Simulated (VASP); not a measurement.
# GeCN2 (R-3m) in VASP: further runs

Runs on GeCN2. Level: LDA. Tasks: single point.

Program: VASP 6.6.1. These are calculated values, not measurements. Logs are shortened: lines on timing, memory, paths and dates and some standing lists are left out, and cuts for length are marked.

**1. The cell of the first run**

Symmetry: R-3m, No. 166, trigonal system. The conventional cell has a = 3.637 Å, b = 3.637 Å, c = 13.080 Å, α = 90.00°, β = 90.00°, γ = 120.00°. Within 3.1 Å of Ge (site symmetry -3m) lie 6 N at 2.36 Å and 6 C at 3.03 Å. C (site symmetry -3m) has 2 N at 1.10 Å within 1.5 Å. Within 1.5 Å of N (site symmetry 3m) lie 1 C at 1.10 Å.

**2. Single point, LDA**

File INCAR:

```
SYSTEM = GeCN2
PREC = Accurate
ENCUT = 520
EDIFF = 1E-6
ISMEAR = 0
SIGMA = 0.05
LREAL = .FALSE.
LASPH = .TRUE.
NELM = 60
ALGO = Normal
ISIF = 2
LWAVE = .FALSE.
LCHARG = .TRUE.
LELF = .TRUE.
LVHAR = .TRUE.
NBANDS = 22
```

File KPOINTS:

```
Automatic mesh
0
G
  12 12 12
  0 0 0
```

File POSCAR:

```
GeCN2
1.0
    1.8185862389      1.0499612546      4.3599046082
   -1.8185862389      1.0499612546      4.3599046082
    0.0000000000     -2.0999225092      4.3599046082
Ge C N
1 1 2
Direct
    0.0000000000      0.0000000000      0.0000000000
    0.5000000000      0.5000000000      0.5000000000
    0.4155196828      0.4155196828      0.4155196828
    0.5844803172      0.5844803172      0.5844803172
```

Potentials or basis: VASP PAW LDA potentials, release 64 (Ge_d, C, N).

Command:

```console
cat potpaw_LDA.64/Ge_d/POTCAR potpaw_LDA.64/C/POTCAR potpaw_LDA.64/N/POTCAR > POTCAR
mpirun -np 1 vasp_std > vasp.out
```

OUTCAR:

```text
SYSTEM = GeCN2
   PREC = Accurate
   ENCUT = 520
   EDIFF = 1E-6
   ISMEAR = 0
   LREAL = .FALSE.
   LASPH = .TRUE.
   NELM = 60
   ISIF = 2

 ion  position               nearest neighbor table
   1  0.000  0.000  0.000-
   2  0.500  0.500  0.500-   3 1.10   4 1.10
   3  0.416  0.416  0.416-   2 1.10
   4  0.584  0.584  0.584-   2 1.10

  LATTYP: Found a trigonal (rhomboedric) cell.
 ALAT       =     4.8392605568
 COS(alpha) =     0.7175511672

  Lattice vectors:

 A1 = (   1.8185862389,   1.0499612546,   4.3599046082)
 A2 = (  -1.8185862389,   1.0499612546,   4.3599046082)
 A3 = (   0.0000000000,  -2.0999225092,   4.3599046082)

Analysis of symmetry for initial positions (statically):
=====================================================================
 Subroutine PRICEL returns:
 Original cell was already a primitive cell.

 Routine SETGRP: Setting up the symmetry group for a
 trigonal (rhombohedral) supercell.

 Subroutine GETGRP returns: Found 12 space group operations
 (whereof 12 operations were pure point group operations)
 out of a pool of 12 trial point group operations.

The static configuration has the point symmetry D_3d.

Analysis of symmetry for dynamics (positions and initial velocities):
=====================================================================
 Subroutine PRICEL returns:
 Original cell was already a primitive cell.

 Routine SETGRP: Setting up the symmetry group for a
 trigonal (rhombohedral) supercell.

 Subroutine GETGRP returns: Found 12 space group operations
 (whereof 12 operations were pure point group operations)
 out of a pool of 12 trial point group operations.

The dynamic configuration has the point symmetry D_3d.

 Subroutine INISYM returns: Found 12 space group operations
 (whereof 12 operations are pure point group operations),
 and found     1 'primitive' translations

----------------------------------------------------------------------------------------

                                     Primitive cell

  volume of cell :      49.9500

  direct lattice vectors                    reciprocal lattice vectors
     1.818586239  1.049961255  4.359904608     0.274938845  0.158736016  0.076454272
    -1.818586239  1.049961255  4.359904608    -0.274938845  0.158736016  0.076454272
     0.000000000 -2.099922509  4.359904608     0.000000000 -0.317472032  0.076454272

  length of vectors
     4.839260557  4.839260557  4.839260557     0.326548231  0.326548231  0.326548231

  position of ions in fractional coordinates (direct lattice)
     0.000000000  0.000000000  0.000000000
     0.500000000  0.500000000  0.500000000
     0.415519683  0.415519683  0.415519683
     0.584480317  0.584480317  0.584480317

  ion indices of the primitive-cell ions
   primitive index   ion index
                 1           1
                 2           2
                 3           3
                 4           4

----------------------------------------------------------------------------------------

 KPOINTS: Automatic mesh

Automatic generation of k-mesh.
 Grid dimensions read from file:
 generate k-points for:   12   12   12

 Generating k-lattice:

  Cartesian coordinates                     Fractional coordinates (reciprocal lattice)
     0.022911570  0.013228001  0.006371189     0.083333333  0.000000000 -0.000000000
    -0.022911570  0.013228001  0.006371189     0.000000000  0.083333333 -0.000000000
     0.000000000 -0.026456003  0.006371189    -0.000000000 -0.000000000  0.083333333

  Length of vectors
     0.027212353  0.027212353  0.027212353

  Shift w.r.t. Gamma in fractional coordinates (k-lattice)
     0.000000000  0.000000000  0.000000000

 Subroutine IBZKPT returns following result:
 ===========================================

 Found    189 irreducible k-points:

 Following reciprocal coordinates:
            Coordinates               Weight
  0.000000  0.000000  0.000000      1.000000
  0.083333  0.000000 -0.000000      6.000000
  0.166667  0.000000  0.000000      6.000000
  0.250000  0.000000 -0.000000      6.000000
  0.333333  0.000000 -0.000000      6.000000
  0.416667  0.000000 -0.000000      6.000000
[... 16 lines left out ...]
  0.500000  0.166667 -0.000000     12.000000
 -0.416667  0.166667  0.000000     12.000000
 [... further k-points ...]
   k-points           NKPTS =    189   k-points in BZ     NKDIM =    189   number of bands    NBANDS=     22
   number of dos      NEDOS =    301   number of ions     NIONS =      4
   total plane-waves  NPLWV =  46656
   dimension x,y,z NGX =    36 NGY =   36 NGZ =   36
   dimension x,y,z NGXF=    72 NGYF=   72 NGZF=   72
   ions per type =               1   1   2
   NGX,Y,Z   is equivalent  to a cutoff of  12.37, 12.37, 12.37 a.u.
   NGXF,Y,Z  is equivalent  to a cutoff of  24.73, 24.73, 24.73 a.u.
 SYSTEM =  GeCN2
   PREC   = accura    normal or accurate (medium, high low for compatibility)
   ISTART =      0    job   : 0-new  1-cont  2-samecut
   ICHARG =      2    charge: 1-file 2-atom 10-const
   ISPIN  =      1    spin polarized calculation?
   LNONCOLLINEAR =      F non collinear calculations
   LSORBIT =      F    spin-orbit coupling
   LASPH  =      T    aspherical Exc in radial PAW
   ENCUT  =  520.0 eV  38.22 Ry    6.18 a.u.   9.00  9.00  9.00*2*pi/ulx,y,z
   NELM   =     60;   NELMIN=  2; NELMDL= -5     # of ELM steps
   EDIFF  = 0.1E-05   stopping-criterion for ELM
   LREAL  =      F    real-space projection
   EDIFFG = 0.1E-04   stopping-criterion for IOM
   NSW    =      0    number of steps for IOM
   IBRION =     -1    ionic relax: 0-MD 1-quasi-New 2-CG
   NFREE  =      0    steps in history (QN), initial steepest desc. (CG)
   ISIF   =      2    stress and relaxation
   ISYM   =      2    0-nonsym 1-usesym 2-fastsym
   POTIM  = 0.5000    time-step for ionic-motion
   TEBEG  =    0.0;   TEEND  =   0.0 temperature during run
   PSTRESS=    0.0 pullay stress
   NELECT =      28.0000    total number of electrons
   NUPDOWN=      -1.0000    fix difference up-down
   EMIN   =  10.00;   EMAX   =-10.00  energy-range for DOS
   EFERMI =   0.00;   METHOD = LEGACY
   ISMEAR =     0;   SIGMA  =   0.05  broadening in eV -4-tet -1-fermi 0-gaus
   EFERMI_NEDOS =   21; number of points for ismear=-14 and -15
   IALGO  =     38    algorithm
   IMIX   =      4    mixing-type and parameters
     AMIX     =   0.40;   BMIX     =  1.00
     AMIX_MAG =   1.60;   BMIX_MAG =  1.00
  volume/ion in A,a.u.               =      12.49        84.27
  Fermi-wavevector in a.u.,A,eV,Ry     =   1.349840  2.550828 24.790749  1.822069
  Thomas-Fermi vector in A             =   2.477394
   LORBIT       =      0    0 simple, 1 ext, 2 COOP (PROOUT), +10 PAW based schemes
   GGA     = CA    functional components
   LHFCALC =     F    Hartree Fock is set to
   AEXX    =    0.0000 exact exchange contribution
   IVDW    =     0    specifies the selected vdW correction
   LEPSILON=     F    determine dielectric tensor
   LRPA    =     F    only Hartree local field effects (RPA)
 non-spin polarized calculation
 Gauss-broadening in eV      SIGMA  =   0.05
  energy-cutoff  :      520.00
  volume of cell :       49.95
 maximum number of plane-waves:      1372
   NGX = 17   NGY = 17   NGZ = 17

 number of electron      28.0000009 magnetization

 Free energy of the ion-electron system (eV)
  ---------------------------------------------------
  ext. energy  EPLUGINS =         0.00000000
  ---------------------------------------------------
  free energy    TOTEN  =       -30.32239564 eV

  energy without entropy =      -30.32227420  energy(sigma->0) =      -30.32233492

 E-fermi :   4.2120     XC(G=0): -10.5011

 val. band max:        4.1523507876   @ k =  -0.4167   0.5000   0.2500
 cond. band min:       4.2623166133   @ k =   0.4167   0.4167   0.4167
 fundamental gap:      0.1099658257
 Fermi energy:         4.2120024485

 k-point     1 :       0.0000    0.0000    0.0000
  band No.  band energies     occupation
      1     -20.6091      2.00000
      2     -20.5950      2.00000
      3     -20.5950      2.00000
      4     -20.5837      2.00000
      5     -20.5837      2.00000
      6     -16.4033      2.00000
[... 14 lines left out ...]
     21      13.8876      0.00000
     22      13.8876      0.00000

 k-point     2 :       0.0833    0.0000   -0.0000
  band No.  band energies     occupation
      1     -20.6085      2.00000
      2     -20.5962      2.00000
      3     -20.5951      2.00000
      4     -20.5839      2.00000
      5     -20.5827      2.00000
      6     -16.3830      2.00000
[... 14 lines left out ...]
     21      13.2525      0.00000
     22      14.0495      0.00000

 k-point     3 :       0.1667    0.0000    0.0000
  band No.  band energies     occupation
      1     -20.6069      2.00000
      2     -20.5996      2.00000
      3     -20.5955      2.00000
      4     -20.5844      2.00000
      5     -20.5799      2.00000
      6     -16.3266      2.00000
[... 14 lines left out ...]
     21      13.0959      0.00000
     22      14.5243      0.00000

 k-point     4 :       0.2500    0.0000   -0.0000
  band No.  band energies     occupation
      1     -20.6066      2.00000
      2     -20.6027      2.00000
      3     -20.5961      2.00000
      4     -20.5849      2.00000
      5     -20.5760      2.00000
      6     -16.2475      2.00000
[... 14 lines left out ...]
     21      12.8283      0.00000
     22      15.2828      0.00000

 k-point     5 :       0.3333    0.0000   -0.0000
  band No.  band energies     occupation
      1     -20.6106      2.00000
      2     -20.6018      2.00000
      3     -20.5967      2.00000
      4     -20.5849      2.00000
      5     -20.5720      2.00000
      6     -16.1660      2.00000
[... 417 lines left out ...]
 k-point    22 :       0.4167    0.1667   -0.0000
  band No.  band energies     occupation
      1     -20.6097      2.00000
      2     -20.6016      2.00000
      3     -20.5986      2.00000
      4     -20.5843      2.00000
      5     -20.5728      2.00000
      6     -16.1099      2.00000
[... 14 lines left out ...]
     21      14.5674      0.00000
     22      15.8890      0.00000

 k-point    23 :       0.5000    0.1667   -0.0000
  band No.  band energies     occupation
      1     -20.6118      2.00000
      2     -20.6008      2.00000
      3     -20.5993      2.00000
      4     -20.5834      2.00000
      5     -20.5717      2.00000
      6     -16.0627      2.00000
[... 14 lines left out ...]
     21      15.1356      0.00000
     22      15.8060      0.00000

 k-point    24 :      -0.4167    0.1667    0.0000
  band No.  band energies     occupation
      1     -20.6124      2.00000
      2     -20.6008      2.00000
      3     -20.5993      2.00000
      4     -20.5830      2.00000
      5     -20.5713      2.00000
      6     -16.0522      2.00000
[... 14 lines left out ...]
     21      14.8924      0.00000
     22      15.9079      0.00000

 [... further k-points ...]

------------------------ aborting loop because EDIFF is reached ----------------------------------------

  FORCE on cell =-STRESS in cart. coord.  units (eV):
  Direction    XX          YY          ZZ          XY          YZ          ZX
  --------------------------------------------------------------------------------------
  -------------------------------------------------------------------------------------
  Total       -1.0670486     -1.0670486     36.9080972      0.0000000     -0.0000000      0.0000000
  in kB      -34.2262536    -34.2262536   1183.8504047      0.0000000     -0.0000000      0.0000000
  external PRESSURE =     371.7992991 kB  Pullay stress =       0.0000000 kB

 VOLUME and BASIS-vectors are now :
 -----------------------------------------------------------------------------
  energy-cutoff  :      520.00
  volume of cell :       49.95
      direct lattice vectors                 reciprocal lattice vectors
     1.818586239  1.049961255  4.359904608     0.274938845  0.158736016  0.076454272
    -1.818586239  1.049961255  4.359904608    -0.274938845  0.158736016  0.076454272
     0.000000000 -2.099922509  4.359904608     0.000000000 -0.317472032  0.076454272

 POSITION                                       TOTAL-FORCE (eV/Angst)
 -----------------------------------------------------------------------------------
      0.00000      0.00000      0.00000        -0.000000      0.000000      0.000000
      0.00000      0.00000      6.53986         0.000000     -0.000000      0.000000
      0.00000      0.00000      5.43488        -0.000000      0.000000    -15.467989
      0.00000      0.00000      7.64484        -0.000000     -0.000000     15.467989
 -----------------------------------------------------------------------------------
    total drift:                                0.000000     -0.000000      0.000000

  FREE ENERGIE OF THE ION-ELECTRON SYSTEM (eV)
  ---------------------------------------------------
  free  energy   TOTEN  =       -30.3223956431 eV

  energy  without entropy=      -30.3222742010  energy(sigma->0) =      -30.32233492
```

It took 3.1 min on 1 thread of Intel Xeon Platinum 8488C (Sapphire Rapids), shared host; peak memory 0.32 GiB.

Results:

```yaml
Free_energy: -30.3224 eV
Pressure: 37.2 GPa
Largest_force: 15.468 eV/Å
Band_gap_on_the_k_mesh: zero (bands 14 and 15 overlap by 0.06 eV)
```

Forces on the atoms (eV/Å):
```
Ge    0.000   0.000   0.000
C     0.000   0.000   0.000
N     0.000   0.000 -15.468
N     0.000   0.000  15.468
```

Stress tensor (GPa, compression positive):
```
 -3.42   0.00   0.00
  0.00  -3.42   0.00
  0.00   0.00 118.39
```

Levels at points of the mesh, in eV from the Fermi level:
```csv
k point,band 12,band 13,band 14,band 15,band 16,band 17
"(0.00, 0.00, 0.00)",-2.42,-2.42,-1.88,2.07,3.16,3.16
"(0.50, 0.00, 0.00)",-3.88,-3.86,-3.41,2.49,5.89,6.02
"(0.50, 0.50, 0.00)",-5.24,-1.99,-0.07,2.26,2.69,4.39
"(0.50, 0.50, 0.50)",-2.48,-2.48,-1.00,-0.12,4.39,4.39
```

Caveat: the cell stands under pressure; forces of over 1 eV/Å act on the atoms, so gaps and moduli don't describe the material at rest.

[end of part 1 of 2]
